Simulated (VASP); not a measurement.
# SiSeF2 (P4/mmm) in VASP: further runs, part 2 of 3

VASP 6.6.1. Earlier steps stand in the parts before.

**3. Relaxation of cell and atoms, PBE**

This run uses another cell than the first one, of 15.37 Å³/atom.

Contents of INCAR:

```
ALGO = Fast ; EDIFF = 1E-6
EDIFFG = -0.04 ; ENCUT = 600
GGA = PE ; IBRION = 2
ISIF = 3 ; ISMEAR = 0
LASPH = True ; LCHARG = False
LREAL = False ; LWAVE = False
NELM = 100 ; NSW = 90
PREC = Accurate ; SIGMA = 0.1
```

Contents of KPOINTS:

```
k-points
0
Gamma
  4 4 6
```

Contents of POSCAR:

```
SiSeF2
1.0
    4.7614077963      0.0000000000      0.0000000000
    0.0000000000      4.7614077963      0.0000000000
    0.0000000000      0.0000000000      2.7120070696
Si Se F
1 1 2
Direct
    0.5000000000      0.5000000000      0.5000000000
    0.0000000000      0.0000000000      0.0000000000
    0.0000000000      0.5000000000      0.0000000000
    0.5000000000      0.0000000000      0.0000000000
```

Potentials or basis: VASP PAW PBE potentials, release 64 (Si, Se, F).

Run with:

```bash
> cat potpaw_PBE.64/Si/POTCAR potpaw_PBE.64/Se/POTCAR potpaw_PBE.64/F/POTCAR > POTCAR
> mpirun -np 1 vasp_std > vasp.out
```

OUTCAR:

```text
EDIFF = 1E-6
   EDIFFG = -0.04
   ENCUT = 600
   GGA = PE
   IBRION = 2
   ISIF = 3
   ISMEAR = 0
   LASPH = True
   LREAL = False
   NELM = 100
   NSW = 90
   PREC = Accurate

 ion  position               nearest neighbor table
   1  0.500  0.500  0.500-
   2  0.000  0.000  0.000-
   3  0.000  0.500  0.000-
   4  0.500  0.000  0.000-

  LATTYP: Found a simple tetragonal cell.
 ALAT       =     4.7614077963
 C/A-ratio  =     0.5695809277

  Lattice vectors:

 A1 = (   4.7614077963,   0.0000000000,   0.0000000000)
 A2 = (   0.0000000000,   4.7614077963,   0.0000000000)
 A3 = (   0.0000000000,   0.0000000000,   2.7120070696)

Analysis of symmetry for initial positions (statically):
=====================================================================
 Subroutine PRICEL returns:
 Original cell was already a primitive cell.

 Routine SETGRP: Setting up the symmetry group for a
 simple tetragonal supercell.

 Subroutine GETGRP returns: Found 16 space group operations
 (whereof 16 operations were pure point group operations)
 out of a pool of 16 trial point group operations.

The static configuration has the point symmetry D_4h.

Analysis of symmetry for dynamics (positions and initial velocities):
[... 152 lines left out ...]
 NGX is ok and might be reduce to    40
   NGX = 19   NGY = 19   NGZ = 11

--------------------------------------- Ionic step        1  -------------------------------------------

 number of electron      24.0000000 magnetization

 Free energy of the ion-electron system (eV)
  ---------------------------------------------------
  ext. energy  EPLUGINS =         0.00000000
  ---------------------------------------------------
  free energy    TOTEN  =       -13.65298442 eV

  energy without entropy =      -13.63858245  energy(sigma->0) =      -13.64578344

------------------------ aborting loop because EDIFF is reached ----------------------------------------

  FORCE on cell =-STRESS in cart. coord.  units (eV):
  Direction    XX          YY          ZZ          XY          YZ          ZX
  --------------------------------------------------------------------------------------
  -------------------------------------------------------------------------------------
  Total        1.0582879      1.0582879     -2.4252659      0.0000000      0.0000000     -0.0000000
  in kB       27.5773695     27.5773695    -63.1987337      0.0000000      0.0000000     -0.0000000
  external PRESSURE =      -2.6813316 kB  Pullay stress =       0.0000000 kB
[... 139 lines left out ...]
--------------------------------------- Ionic step        5  -------------------------------------------

 number of electron      23.9999983 magnetization

 Free energy of the ion-electron system (eV)
  ---------------------------------------------------
  ext. energy  EPLUGINS =         0.00000000
  ---------------------------------------------------
  free energy    TOTEN  =       -13.74791754 eV

  energy without entropy =      -13.72712438  energy(sigma->0) =      -13.73752096

 E-fermi :   4.5593     XC(G=0): -10.0856

 val. band max:        4.5454655185   @ k =   0.0000   0.0000   0.0000
 cond. band min:       4.5947119030   @ k =   0.5000   0.0000   0.5000
 fundamental gap:      0.0492463844
 Fermi energy:         4.5592562869

 k-point     1 :       0.0000    0.0000    0.0000
  band No.  band energies     occupation
      1     -18.8868      2.00000
      2     -18.6410      2.00000
      3     -10.1325      2.00000
      4      -4.5242      2.00000
      5      -2.7952      2.00000
      6      -2.7952      2.00000
[... 476 lines left out ...]
  FREE ENERGIE OF THE ION-ELECTRON SYSTEM (eV)
  ---------------------------------------------------
  free  energy   TOTEN  =       -13.7479175378 eV

  energy  without entropy=      -13.7271243793  energy(sigma->0) =      -13.73752096

 reached required accuracy - stopping structural energy minimisation
```

OSZICAR:

```text
N       E                     dE             d eps       ncg     rms          rms(c)
DAV:   1     0.129181210477E+03    0.12918E+03   -0.13761E+04   768   0.154E+03
DAV:   2    -0.959790302447E+01   -0.13878E+03   -0.13679E+03  1104   0.280E+02
DAV:   3    -0.156910161802E+02   -0.60931E+01   -0.60540E+01   816   0.644E+01
DAV:   4    -0.157319542011E+02   -0.40938E-01   -0.40926E-01   896   0.573E+00
[... 46 lines left out ...]
RMM:   4    -0.137482600435E+02    0.69845E-03   -0.35361E-03   772   0.443E-01    0.125E-01
RMM:   5    -0.137480169438E+02    0.24310E-03   -0.95391E-04   768   0.204E-01    0.832E-02
RMM:   6    -0.137479144028E+02    0.10254E-03   -0.14789E-04   768   0.100E-01    0.165E-02
RMM:   7    -0.137479173977E+02   -0.29949E-05   -0.19542E-05   765   0.366E-02    0.678E-03
RMM:   8    -0.137479175378E+02   -0.14009E-06   -0.27302E-06   518   0.139E-02
   5 F= -.13747918E+02 E0= -.13737521E+02  d E =-.857922E-03
```

It took 2.3 min on 1 thread of Oxide Virtual Turin-like, shared host; peak memory 0.18 GiB.

Results:

| Quantity | Value |
| --- | --- |
| Free energy | -13.7479 eV |
| Relaxed volume | 15.10 Å³/atom |
| Relaxed cell | a = 4.852 Å, b = 4.852 Å, c = 2.566 Å, α = 90.00°, β = 90.00°, γ = 90.00° |
| Space group after relaxing (to 0.1 Å) | P4/mmm (No. 123) |
| Energy gained by relaxing | 23.7 meV/atom |
| Ionic steps | 5 |
| Pressure after relaxing | 0.1 GPa |
| Band gap on the k mesh | zero (bands 12 and 13 overlap by 1.66 eV) |

Step by step:
```csv
step,energy change (eV),largest force (eV/Å),pressure (GPa),volume (Å³)
1,0.0000,0.0000,-0.27,61.48
2,-0.0766,0.0000,-0.62,61.22
3,-0.0925,0.0000,-0.59,61.05
4,-0.0941,0.0000,-0.59,60.98
5,-0.0949,0.0000,0.14,60.41
```

Final structure:
```cif
data_structure
_symmetry_space_group_name_H-M 'P 1'
_symmetry_Int_Tables_number 1
_cell_length_a 4.8517
_cell_length_b 4.8517
_cell_length_c 2.5664
_cell_angle_alpha 90.000
_cell_angle_beta 90.000
_cell_angle_gamma 90.000
_cell_volume 60.41
loop_
_atom_site_label
_atom_site_type_symbol
_atom_site_fract_x
_atom_site_fract_y
_atom_site_fract_z
_atom_site_occupancy
Si1 Si 0.50000 0.50000 0.50000 1
Se1 Se 0.00000 0.00000 0.00000 1
F1 F 0.00000 0.50000 0.00000 1
F2 F 0.50000 0.00000 0.00000 1
```

Caveat: the k points lie up to 0.41 Å⁻¹ apart in the final cell, too coarse for converged energies and pressures of a metal.

**4. Single point, PBE, collinear spin**

This run uses another cell than the first one, of 11.27 Å³/atom.

Contents of INCAR:

```
SYSTEM = SiSeF2
ALGO = Normal
EDIFF = 1E-6
ENCUT = 520
GGA = PE
ISIF = 2
ISMEAR = 0
ISPIN = 2
LASPH = .TRUE.
LCHARG = .FALSE.
LORBIT = 11
LREAL = .FALSE.
LWAVE = .FALSE.
MAGMOM = 0 0 1 1
NBANDS = 24
NELM = 150
PREC = Accurate
SIGMA = 0.1
```

Contents of KPOINTS:

```
k-points
0
G
  6 6 4
  0 0 0
```

Contents of POSCAR:

```
SiSeF2
1.0
    3.3220019300      0.0000000000      0.0000000000
    0.0000000000      3.3220019300      0.0000000000
    0.0000000000      0.0000000000      4.0847995600
Si Se F
1 1 2
Direct
    0.5000000000      0.5000000000      0.5000000000
    0.0000000000      0.0000000000      0.0000000000
    0.0000000000      0.5000000000      0.0000000000
    0.5000000000      0.0000000000      0.0000000000
```

Potentials or basis: VASP PAW PBE potentials, release 64 (Si, Se, F).

Run with:

```bash
> cat potpaw_PBE.64/Si/POTCAR potpaw_PBE.64/Se/POTCAR potpaw_PBE.64/F/POTCAR > POTCAR
> mpirun -np 1 vasp_std > vasp.out
```

OUTCAR:

```text
SYSTEM = SiSeF2
   EDIFF = 1E-6
   ENCUT = 520
   GGA = PE
   ISIF = 2
   ISMEAR = 0
   ISPIN = 2
   LASPH = .TRUE.
   LORBIT = 11
   LREAL = .FALSE.
   NELM = 150
   PREC = Accurate

 ion  position               nearest neighbor table
   1  0.500  0.500  0.500-
   2  0.000  0.000  0.000-   3 1.66   4 1.66   3 1.66   4 1.66
   3  0.000  0.500  0.000-   2 1.66   2 1.66
   4  0.500  0.000  0.000-   2 1.66   2 1.66

  LATTYP: Found a simple tetragonal cell.
 ALAT       =     3.3220019300
 C/A-ratio  =     1.2296198636

  Lattice vectors:

 A1 = (   3.3220019300,   0.0000000000,   0.0000000000)
 A2 = (   0.0000000000,   3.3220019300,   0.0000000000)
 A3 = (   0.0000000000,   0.0000000000,   4.0847995600)

Analysis of symmetry for initial positions (statically):
=====================================================================
 Subroutine PRICEL returns:
 Original cell was already a primitive cell.

 Routine SETGRP: Setting up the symmetry group for a
 simple tetragonal supercell.

 Subroutine GETGRP returns: Found 16 space group operations
 (whereof 16 operations were pure point group operations)
 out of a pool of 16 trial point group operations.

The static configuration has the point symmetry D_4h.

Analysis of symmetry for dynamics (positions and initial velocities):
=====================================================================
 Subroutine PRICEL returns:
 Original cell was already a primitive cell.

 Routine SETGRP: Setting up the symmetry group for a
 simple tetragonal supercell.

 Subroutine GETGRP returns: Found 16 space group operations
 (whereof 16 operations were pure point group operations)
 out of a pool of 16 trial point group operations.

The dynamic configuration has the point symmetry D_4h.

Analysis of structural, dynamic, and magnetic symmetry:
=====================================================================
[... 162 lines left out ...]

 E-fermi :   9.4384     XC(G=0): -11.3696

 val. band max:        9.3379197864   @ k =   0.5000   0.3333   0.0000
 cond. band min:       9.4440316253   @ k =   0.5000   0.0000   0.2500
 fundamental gap:      0.1061118389
 Fermi energy:         9.4384484630

 spin component 1

 k-point     1 :       0.0000    0.0000    0.0000
  band No.  band energies     occupation
      1     -23.2351      1.00000
      2     -20.1588      1.00000
      3      -7.4910      1.00000
      4      -7.4910      1.00000
      5      -3.7043      1.00000
      6      -1.7010      1.00000
[... 637 lines left out ...]
     23      23.9413      0.00000
     24      26.1591      0.00000

 [... further k-points ...]

 spin component 2

 k-point     1 :       0.0000    0.0000    0.0000
  band No.  band energies     occupation
      1     -23.1869      1.00000
      2     -20.1082      1.00000
      3      -7.4583      1.00000
      4      -7.4583      1.00000
      5      -3.5949      1.00000
      6      -1.6179      1.00000
[... 637 lines left out ...]
     23      24.0423      0.00000
     24      26.5012      0.00000

 [... further k-points ...]

------------------------ aborting loop because EDIFF is reached ----------------------------------------

  FORCE on cell =-STRESS in cart. coord.  units (eV):
  Direction    XX          YY          ZZ          XY          YZ          ZX
  --------------------------------------------------------------------------------------
  -------------------------------------------------------------------------------------
  Total       43.0632850     43.0632850     14.5135175      0.0000000      0.0000000      0.0000000
  in kB     1530.5489612   1530.5489612    515.8373122      0.0000000      0.0000000      0.0000000
  external PRESSURE =    1192.3117449 kB  Pullay stress =       0.0000000 kB

 VOLUME and BASIS-vectors are now :
 -----------------------------------------------------------------------------
  energy-cutoff  :      520.00
  volume of cell :       45.08
      direct lattice vectors                 reciprocal lattice vectors
     3.322001930  0.000000000  0.000000000     0.301023305  0.000000000  0.000000000
     0.000000000  3.322001930  0.000000000     0.000000000  0.301023305  0.000000000
     0.000000000  0.000000000  4.084799560     0.000000000  0.000000000  0.244810054

 POSITION                                       TOTAL-FORCE (eV/Angst)
 -----------------------------------------------------------------------------------
      1.66100      1.66100      2.04240         0.000000      0.000000      0.000000
      0.00000      0.00000      0.00000         0.000000      0.000000      0.000000
      0.00000      1.66100      0.00000         0.000000      0.000000      0.000000
      1.66100      0.00000      0.00000         0.000000      0.000000      0.000000
 -----------------------------------------------------------------------------------
    total drift:                                0.000000      0.000000     -0.000000

  FREE ENERGIE OF THE ION-ELECTRON SYSTEM (eV)
  ---------------------------------------------------
  free  energy   TOTEN  =        -3.3159857039 eV

  energy  without entropy=       -3.3081980002  energy(sigma->0) =       -3.31209185

 total charge

# of ion       s       p       d       tot
------------------------------------------
    1        0.966   0.652   0.000   1.619
    2        1.672   2.061   0.513   4.246
    3        1.794   4.523   0.000   6.316
    4        1.794   4.523   0.000   6.316
--------------------------------------------------
tot          6.226  11.759   0.513  18.498

 magnetization (x)

# of ion       s       p       d       tot
------------------------------------------
    1        0.011   0.178   0.000   0.189
    2        0.010  -0.003   0.000   0.007
    3        0.003   0.021   0.000   0.024
    4        0.003   0.021   0.000   0.024
--------------------------------------------------
tot          0.027   0.217   0.000   0.244
```

stdout:

```text
POSCAR found type information on POSCAR SiSeF
 POSCAR found :  3 types and       4 ions
 scaLAPACK will be used
 LDA part: xc-table for (Slater+PW92), standard interpolation
 POSCAR, INCAR and KPOINTS ok, starting setup
 FFT: planning ... GRIDC
 FFT: planning ... GRID_SOFT
 FFT: planning ... GRID
 WAVECAR not read
 entering main loop
```

Run time: 2 min. Hardware: 1 thread of Oxide Virtual Turin-like, shared host; peak memory 0.17 GiB.

What came out:

```yaml
Free_energy: -3.3160 eV
Pressure: 119.2 GPa
Net_moment: 0.55 μB per cell
Site_moments: Si +0.19; Se +0.01; F +0.02 μB
Valence_electrons_inside_the_program's_atomic_spheres: Si 1.62; Se 4.25; F 6.32
```

Caveat: the k points lie up to 0.38 Å⁻¹ apart; a moment this small can come from the mesh or the smearing.

(Part 2 of 3 ends here.)

The gap in the log of VASP goes by the Fermi energy; the results here count the filled bands.